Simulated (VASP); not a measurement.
# Sn5As3 (P4/mmm) in VASP: further runs

Sn5As3 is run at these levels: PBE; tasks: single point.

All numbers are computed with VASP 6.6.1; they aren't measurements. Logs are shortened: lines on timing, memory, paths and dates and some standing lists are left out, and cuts for length are marked.

## 1. The cell of the first run

It takes space group P4/mmm (No. 123, tetragonal). The conventional cell has a = 3.812 Å, b = 3.812 Å, c = 13.737 Å, α = 90.00°, β = 90.00°, γ = 90.00°. Sn (site symmetry 4mm) has 4 As at 2.95 Å and 9 Sn at 3.23 to 3.81 Å within 3.9 Å. Sn (site symmetry 4mm) has 8 As at 3.11 to 3.38 Å and 6 Sn at 3.12 to 3.81 Å within 4.1 Å. Sn (site symmetry 4/mmm) has 2 As at 3.27 Å and 12 Sn at 3.40 to 3.81 Å within 4.3 Å. Within 3.9 Å of As (site symmetry 4mm) lie 9 Sn at 2.95 to 3.38 Å and 5 As at 3.60 to 3.81 Å. Within 4.1 Å of As (site symmetry 4/mmm) lie 8 Sn at 3.11 Å and 6 As at 3.60 to 3.81 Å.

The cell was generated, and may not be a known phase.

## 2. Single point, PBE

Contents of INCAR:

```
ALGO = Normal ; EDIFF = 1E-7
ENCUT = 520 ; GGA = PE
ISIF = 2 ; ISMEAR = 0
LASPH = T ; LCHARG = T
LELF = T ; LREAL = F
LVHAR = T ; LWAVE = F
NBANDS = 52 ; NELM = 100
PREC = Accurate ; SIGMA = 0.2
```

Contents of KPOINTS:

```
k-points
0
Gamma
  4 4 1
```

Contents of POSCAR:

```
Sn5As3
1.0
    3.8118535237      0.0000000000      0.0000000000
    0.0000000000      3.8118535237      0.0000000000
    0.0000000000      0.0000000000     13.7372392691
Sn As
5 3
Direct
    0.0000000000      0.0000000000      0.8486274574
    0.0000000000      0.0000000000      0.1513725426
    0.0000000000      0.0000000000      0.3865504430
    0.0000000000      0.0000000000      0.6134495570
    0.5000000000      0.5000000000      0.0000000000
    0.5000000000      0.5000000000      0.2377848075
    0.5000000000      0.5000000000      0.5000000000
    0.5000000000      0.5000000000      0.7622151925
```

Potentials or basis: VASP PAW PBE potentials, release 64 (Sn_d, As).

Run with:

```console
> cat potpaw_PBE.64/Sn_d/POTCAR potpaw_PBE.64/As/POTCAR > POTCAR
> mpirun -np 1 vasp_std > vasp.out
```

OUTCAR:

```text
EDIFF = 1E-7
   ENCUT = 520
   GGA = PE
   ISIF = 2
   ISMEAR = 0
   LASPH = T
   LREAL = F
   NELM = 100
   PREC = Accurate

 ion  position               nearest neighbor table
   1  0.000  0.000  0.849-   8 2.95   8 2.95   8 2.95   8 2.95   4 3.23   5 3.40   5 3.40   5 3.40
                             5 3.40
   2  0.000  0.000  0.151-   6 2.95   6 2.95   6 2.95   6 2.95   3 3.23   5 3.40   5 3.40   5 3.40
                             5 3.40
   3  0.000  0.000  0.387-   7 3.11   7 3.11   7 3.11   7 3.11   4 3.12   2 3.23
   4  0.000  0.000  0.613-   7 3.11   7 3.11   7 3.11   7 3.11   3 3.12   1 3.23
   5  0.500  0.500  0.000-   6 3.27   8 3.27   1 3.40   2 3.40   1 3.40   2 3.40   1 3.40   2 3.40
                             1 3.40   2 3.40
   6  0.500  0.500  0.238-   2 2.95   2 2.95   2 2.95   2 2.95   5 3.27
   7  0.500  0.500  0.500-   3 3.11   4 3.11   3 3.11   4 3.11   3 3.11   4 3.11   3 3.11   4 3.11

   8  0.500  0.500  0.762-   1 2.95   1 2.95   1 2.95   1 2.95   5 3.27

  LATTYP: Found a simple tetragonal cell.
 ALAT       =     3.8118535237
 C/A-ratio  =     3.6038213913

  Lattice vectors:

 A1 = (   3.8118535237,   0.0000000000,   0.0000000000)
 A2 = (   0.0000000000,   3.8118535237,   0.0000000000)
 A3 = (   0.0000000000,   0.0000000000,  13.7372392691)

Analysis of symmetry for initial positions (statically):
=====================================================================
 Subroutine PRICEL returns:
 Original cell was already a primitive cell.

 Routine SETGRP: Setting up the symmetry group for a
 simple tetragonal supercell.

 Subroutine GETGRP returns: Found 16 space group operations
 (whereof 16 operations were pure point group operations)
 out of a pool of 16 trial point group operations.

The static configuration has the point symmetry D_4h.

Analysis of symmetry for dynamics (positions and initial velocities):
=====================================================================
 Subroutine PRICEL returns:
 Original cell was already a primitive cell.

 Routine SETGRP: Setting up the symmetry group for a
 simple tetragonal supercell.

 Subroutine GETGRP returns: Found 16 space group operations
 (whereof 16 operations were pure point group operations)
 out of a pool of 16 trial point group operations.

The dynamic configuration has the point symmetry D_4h.

 Subroutine INISYM returns: Found 16 space group operations
 (whereof 16 operations are pure point group operations),
[... 92 lines left out ...]
   NSW    =      0    number of steps for IOM
   IBRION =     -1    ionic relax: 0-MD 1-quasi-New 2-CG
   NFREE  =      0    steps in history (QN), initial steepest desc. (CG)
   ISIF   =      2    stress and relaxation
   ISYM   =      2    0-nonsym 1-usesym 2-fastsym
   POTIM  = 0.5000    time-step for ionic-motion
   TEBEG  =    0.0;   TEEND  =   0.0 temperature during run
   PSTRESS=    0.0 pullay stress
   NELECT =      85.0000    total number of electrons
   NUPDOWN=      -1.0000    fix difference up-down
   EMIN   =  10.00;   EMAX   =-10.00  energy-range for DOS
   EFERMI =   0.00;   METHOD = LEGACY
   ISMEAR =     0;   SIGMA  =   0.20  broadening in eV -4-tet -1-fermi 0-gaus
   EFERMI_NEDOS =   21; number of points for ismear=-14 and -15
   IALGO  =     38    algorithm
   IMIX   =      4    mixing-type and parameters
     AMIX     =   0.40;   BMIX     =  1.00
     AMIX_MAG =   1.60;   BMIX_MAG =  1.00
  volume/ion in A,a.u.               =      24.95       168.38
  Fermi-wavevector in a.u.,A,eV,Ry     =   1.231659  2.327498 20.639822  1.516984
  Thomas-Fermi vector in A             =   2.366460
   LORBIT       =      0    0 simple, 1 ext, 2 COOP (PROOUT), +10 PAW based schemes
   GGA     = PE    functional components
   LHFCALC =     F    Hartree Fock is set to
   AEXX    =    0.0000 exact exchange contribution
   IVDW    =     0    specifies the selected vdW correction
   LEPSILON=     F    determine dielectric tensor
   LRPA    =     F    only Hartree local field effects (RPA)
 non-spin polarized calculation
 Gauss-broadening in eV      SIGMA  =   0.20
  energy-cutoff  :      520.00
  volume of cell :      199.61
 maximum number of plane-waves:      5404
   NGX = 15   NGY = 15   NGZ = 51

 number of electron      84.9999988 magnetization

 Free energy of the ion-electron system (eV)
  ---------------------------------------------------
  ext. energy  EPLUGINS =         0.00000000
  ---------------------------------------------------
  free energy    TOTEN  =       -32.17915724 eV

  energy without entropy =      -32.05147057  energy(sigma->0) =      -32.11531390

 E-fermi :   7.1383     XC(G=0): -10.2967

 val. band max:        7.1350231844   @ k =   0.5000   0.2500   0.0000
 cond. band min:       7.2103761572   @ k =   0.5000   0.0000   0.0000
 fundamental gap:      0.0753529727
 Fermi energy:         7.1382734039

 k-point     1 :       0.0000    0.0000    0.0000
  band No.  band energies     occupation
      1     -14.5688      2.00000
      2     -14.4852      2.00000
      3     -14.4797      2.00000
      4     -14.4797      2.00000
      5     -14.4778      2.00000
      6     -14.4778      2.00000
[... 319 lines left out ...]
     51       9.6700      0.00000
     52       9.8213      0.00000

------------------------ aborting loop because EDIFF is reached ----------------------------------------

  FORCE on cell =-STRESS in cart. coord.  units (eV):
  Direction    XX          YY          ZZ          XY          YZ          ZX
  --------------------------------------------------------------------------------------
  -------------------------------------------------------------------------------------
  Total       -0.0198571     -0.0198571     -0.0527421      0.0000000     -0.0000000      0.0000000
  in kB       -0.1593873     -0.1593873     -0.4233464      0.0000000     -0.0000000      0.0000000
  external PRESSURE =      -0.2473737 kB  Pullay stress =       0.0000000 kB

 VOLUME and BASIS-vectors are now :
 -----------------------------------------------------------------------------
  energy-cutoff  :      520.00
  volume of cell :      199.61
      direct lattice vectors                 reciprocal lattice vectors
     3.811853524  0.000000000  0.000000000     0.262339566  0.000000000  0.000000000
     0.000000000  3.811853524  0.000000000     0.000000000  0.262339566  0.000000000
     0.000000000  0.000000000 13.737239269     0.000000000  0.000000000  0.072794830

 POSITION                                       TOTAL-FORCE (eV/Angst)
 -----------------------------------------------------------------------------------
      0.00000      0.00000     11.65780         0.000000     -0.000000      0.024239
      0.00000      0.00000      2.07944        -0.000000     -0.000000     -0.024239
      0.00000      0.00000      5.31014        -0.000000     -0.000000      0.028911
      0.00000      0.00000      8.42710        -0.000000     -0.000000     -0.028911
      1.90593      1.90593      0.00000        -0.000000     -0.000000      0.000000
      1.90593      1.90593      3.26651        -0.000000      0.000000      0.017697
      1.90593      1.90593      6.86862        -0.000000     -0.000000      0.000000
      1.90593      1.90593     10.47073         0.000000      0.000000     -0.017697
 -----------------------------------------------------------------------------------
    total drift:                               -0.000000      0.000000      0.000000

  FREE ENERGIE OF THE ION-ELECTRON SYSTEM (eV)
  ---------------------------------------------------
  free  energy   TOTEN  =       -32.1791572409 eV

  energy  without entropy=      -32.0514705653  energy(sigma->0) =      -32.11531390
```

OSZICAR:

```text
N       E                     dE             d eps       ncg     rms          rms(c)
DAV:   1     0.918763147529E+03    0.91876E+03   -0.39773E+04   672   0.226E+03
DAV:   2     0.118597302828E+03   -0.80017E+03   -0.78466E+03   624   0.635E+02
DAV:   3    -0.225230510693E+02   -0.14112E+03   -0.13703E+03   704   0.213E+02
DAV:   4    -0.323053889885E+02   -0.97823E+01   -0.95028E+01   732   0.557E+01
DAV:   5    -0.326188570636E+02   -0.31347E+00   -0.31234E+00   764   0.104E+01    0.456E+00
DAV:   6    -0.322257409896E+02    0.39312E+00   -0.11533E+00   844   0.721E+00    0.268E+00
DAV:   7    -0.322123863087E+02    0.13355E-01   -0.58220E-01   804   0.608E+00    0.164E+00
DAV:   8    -0.321868695155E+02    0.25517E-01   -0.20971E-01   748   0.259E+00    0.833E-01
DAV:   9    -0.321783721675E+02    0.84973E-02   -0.46862E-02   796   0.190E+00    0.193E-01
DAV:  10    -0.321790146933E+02   -0.64253E-03   -0.12673E-02   736   0.876E-01    0.112E-01
DAV:  11    -0.321791041326E+02   -0.89439E-04   -0.14836E-03   788   0.430E-01    0.786E-02
DAV:  12    -0.321791544940E+02   -0.50361E-04   -0.32549E-04   724   0.196E-01    0.282E-02
DAV:  13    -0.321791610485E+02   -0.65545E-05   -0.85515E-05   792   0.138E-01    0.912E-03
DAV:  14    -0.321791570022E+02    0.40463E-05   -0.18927E-05   780   0.452E-02    0.458E-03
DAV:  15    -0.321791571882E+02   -0.18604E-06   -0.28999E-06   784   0.202E-02    0.111E-03
DAV:  16    -0.321791572409E+02   -0.52636E-07   -0.31006E-07   588   0.657E-03
   1 F= -.32179157E+02 E0= -.32115314E+02  d E =-.127687E+00
```

Run time: 45 s. Hardware: 1 thread of Intel Xeon 6975P-C (Granite Rapids), shared host; peak memory 0.28 GiB.

What came out:

- Free energy: -32.1792 eV
- Pressure: 0.0 GPa
- Largest force: 0.029 eV/Å
- Band gap on the k mesh: zero (an odd number of electrons rules out a gap without spin polarisation)

Forces on the atoms (eV/Å):
```
Sn   0.000  0.000  0.024
Sn   0.000  0.000 -0.024
Sn   0.000  0.000  0.029
Sn   0.000  0.000 -0.029
Sn   0.000  0.000  0.000
As   0.000  0.000  0.018
As   0.000  0.000  0.000
As   0.000  0.000 -0.018
```

Levels at points of the mesh, in eV from the Fermi level:
| k point | band 38 | band 39 | band 40 | band 41 | band 42 | band 43 | band 44 | band 45 | band 46 | band 47 |
| --- | --- | --- | --- | --- | --- | --- | --- | --- | --- | --- |
| (0.00, 0.00, 0.00) | -1.55 | -1.55 | -1.09 | -1.09 | 0.49 | 0.83 | 0.91 | 1.80 | 1.80 | 2.75 |
| (0.50, 0.00, 0.00) | -1.29 | -1.08 | -0.12 | 0.07 | 0.32 | 0.82 | 1.58 | 1.79 | 1.97 | 2.34 |
| (0.50, 0.50, 0.00) | -4.23 | -4.23 | -2.64 | -1.79 | -1.61 | -1.61 | -0.99 | -0.99 | -0.62 | -0.51 |

Caveat: the k points lie up to 0.46 Å⁻¹ apart, too coarse for converged energies and pressures of a metal; spin-orbit coupling is left out, which moves the levels of the heavy elements.

## 3. Single point, PBE

This run uses another cell than the first one, of 24.79 Å³/atom.

Contents of INCAR:

```
SYSTEM = Sn5As3
PREC = Accurate
ENCUT = 520
EDIFF = 1E-6
ISMEAR = 0
SIGMA = 0.2
LREAL = .FALSE.
LASPH = .TRUE.
NELM = 60
ALGO = Fast
ISIF = 2
LWAVE = .FALSE.
LCHARG = .FALSE.
GGA = PE
NBANDS = 52
```

Contents of KPOINTS:

```
Automatic mesh
0
G
  4 4 2
  0 0 0
```

Contents of POSCAR:

```
Sn5As3
1.0
    3.6462052908      0.0000000000      0.0000000000
    0.0000000000      3.6462052908      0.0000000000
    0.0000000000      0.0000000000     14.9171462165
Sn As
5 3
Direct
    0.0000000000      0.0000000000      0.2265919042
    0.5000000000      0.5000000000      0.6098150721
    0.5000000000      0.5000000000      0.3901849279
    0.0000000000      0.0000000000      0.7734080958
    0.0000000000      0.0000000000      0.0000000000
    0.5000000000      0.5000000000      0.1312306342
    0.5000000000      0.5000000000      0.8687693658
    0.0000000000      0.0000000000      0.5000000000
```

Potentials or basis: VASP PAW PBE potentials, release 64 (Sn_d, As).

Run with:

```console
> cat potpaw_PBE.64/Sn_d/POTCAR potpaw_PBE.64/As/POTCAR > POTCAR
> mpirun -np 1 vasp_std > vasp.out
```

Wall time 71 s (1 thread of Intel Xeon 6975P-C (Granite Rapids), shared host); peak memory 0.32 GiB.

Results (log left out):

| Property | Result |
| --- | --- |
| Free energy | -32.2273 eV |
| Pressure | 0.3 GPa |
| Largest force | 0.041 eV/Å |
| Band gap on the k mesh | zero (an odd number of electrons rules out a gap without spin polarisation) |

Forces in eV/Å, atoms in the order of the input:
```
Sn   0.000  0.000  0.041
Sn   0.000  0.000  0.040
Sn   0.000  0.000 -0.040
Sn   0.000  0.000 -0.041
Sn   0.000  0.000  0.000
As   0.000  0.000 -0.022
As   0.000  0.000  0.022
As   0.000  0.000  0.000
```

Stress tensor (GPa, compression positive):
```
0.44 0.00 0.00
0.00 0.44 0.00
0.00 0.00 0.02
```

Levels at points of the mesh, in eV from the Fermi level:
```tsv
k point	band 39	band 40	band 41	band 42	band 43	band 44	band 45	band 46
(0.00, 0.00, 0.00)	-0.91	-0.76	-0.67	-0.67	1.65	1.73	2.80	2.85
(0.50, 0.00, 0.00)	-1.95	0.60	0.64	0.81	1.04	1.29	1.93	2.55
(0.50, 0.50, 0.00)	-4.23	-1.87	-1.62	-1.39	-1.39	-1.22	-1.22	-0.37
(0.00, 0.00, 0.50)	-0.93	-0.73	-0.58	-0.58	1.24	2.47	2.50	2.50
(0.50, 0.00, 0.50)	-0.55	-0.05	0.23	0.60	0.64	0.81	2.90	3.07
(0.50, 0.50, 0.50)	-4.04	-1.91	-1.91	-1.57	-1.33	-1.10	-0.64	-0.32
```

Caveat: the k points lie up to 0.43 Å⁻¹ apart, too coarse for converged energies and pressures of a metal; spin-orbit coupling is left out, which moves the levels of the heavy elements.

The gap in the log of VASP goes by the Fermi energy; the results here count the filled bands.